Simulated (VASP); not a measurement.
The system is Y.

```
Y
1.0
     3.64254    0.00000    0.00000
    -1.82127    3.15454    0.00000
     0.00000    0.00000   11.84413
Y
4
Direct
  0.67778 0.33328 0.75145
  0.99857 0.98937 0.50459
  0.34126 0.67218 0.25273
  0.99905 0.99244 0.99907
```

This cell differs from its parent crystal: atoms moved at random.

Base run:

| Quantity | Value |
| --- | --- |
| Program | VASP 6.6.1 |
| Functional | PBE |
| Potentials or basis | VASP PAW PBE potentials, release 64 (Y_sv) |
| Cutoff | 520 eV |
| k mesh | 8 × 8 × 3 |
| Occupations | fermi-dirac, width 0.05 eV |
| Spin | no spin polarisation |

Its results: band gap on the k mesh zero (bands 22 and 23 overlap by 1.02 eV); pressure -1.8 GPa; largest force 0.108 eV/Å.

Problem. The run is repeated on the same cell with these changes: functional from PBE to PBEsol. What comes out?

Solution. Band gap on the k mesh zero (bands 22 and 23 overlap by 1.02 eV); pressure -3.6 GPa; largest force 0.100 eV/Å.

PBEsol binds more tightly than PBE, so the same cell stands under less pressure.

Caveats: the cell stands under tension (at least some runs); the PAW data sets were made with another functional, which shifts forces and pressure a little (at least some runs).
